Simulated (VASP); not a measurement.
Write the native input for VASP 6.6.1 that does the following.

| Quantity | Value |
| --- | --- |
| Task | relaxation of cell and atoms |
| Functional | PBE |
| Potentials or basis | VASP PAW PBE potentials, release 64 (Co, Si) |
| Cutoff | 600 eV |
| k mesh | 6 × 6 × 6 |
| Occupations | gaussian, width 0.1 eV |
| Spin | no spin polarisation |
| Dipole correction | no |
| Further INCAR settings | ALGO = Normal; EDIFF = 1e-06; IBRION = 2; EDIFFG = -0.04; NSW = 90; ISIF = 3 |

The structure of CoSi2 lies in POSCAR:

```
CoSi2
1.0
    3.7384247419      0.0000000000      0.0000000000
    0.0000000000      3.7384247419      0.0000000000
    0.0000000000      0.0000000000      2.7996189745
Co Si
1 2
Direct
    0.5000000000      0.5000000000      0.0000000000
    0.0000000000      0.5000000000      0.5000000000
    0.5000000000      0.0000000000      0.5000000000
```

One way to write it, as run:

INCAR

```
PREC     = Accurate       # precision mode
ENCUT    = 600            # plane-wave cutoff, eV
EDIFF    = 1E-6           # SCF threshold, eV
ISMEAR   = 0              # smearing method
SIGMA    = 0.1            # smearing width, eV
LREAL    = False          # projectors in reciprocal space
LASPH    = True           # aspherical terms in the spheres
NELM     = 80             # most SCF steps
ALGO     = Normal         # electronic algorithm
ISIF     = 3              # what is computed and relaxed
LWAVE    = False          # write WAVECAR
LCHARG   = False          # write CHGCAR
GGA      = PE             # functional
IBRION   = 2              # ionic algorithm
NSW      = 90             # ionic steps
EDIFFG   = -0.04          # ionic threshold
```

KPOINTS

```
Automatic mesh
0
Gamma
  6 6 6
```

Potentials or basis: VASP PAW PBE potentials, release 64 (Co, Si).

Run with:

```sh
$ cat potpaw_PBE.64/Co/POTCAR potpaw_PBE.64/Si/POTCAR > POTCAR
$ mpirun -np 1 vasp_std > vasp.out
```

Results of the run:

```yaml
Relaxed_volume: 13.06 Å³/atom
Relaxed_cell: a = 3.826 Å, b = 3.826 Å, c = 2.676 Å, α = 90.00°, β = 90.00°, γ = 90.00°
Space_group_after_relaxing_to_0.05_Å: P4/mmm (No. 123)
Energy_gained_by_relaxing: 10.4 meV/atom
Ionic_steps: 8
Pressure_after_relaxing: 0.0 GPa
```

Caveat: the k points lie up to 0.39 Å⁻¹ apart in the final cell.

Run time: 2.8 min on 1 thread of AMD EPYC 7R43 64-Core Processor (Zen 3), on a shared host, peak memory 0.14 GiB.
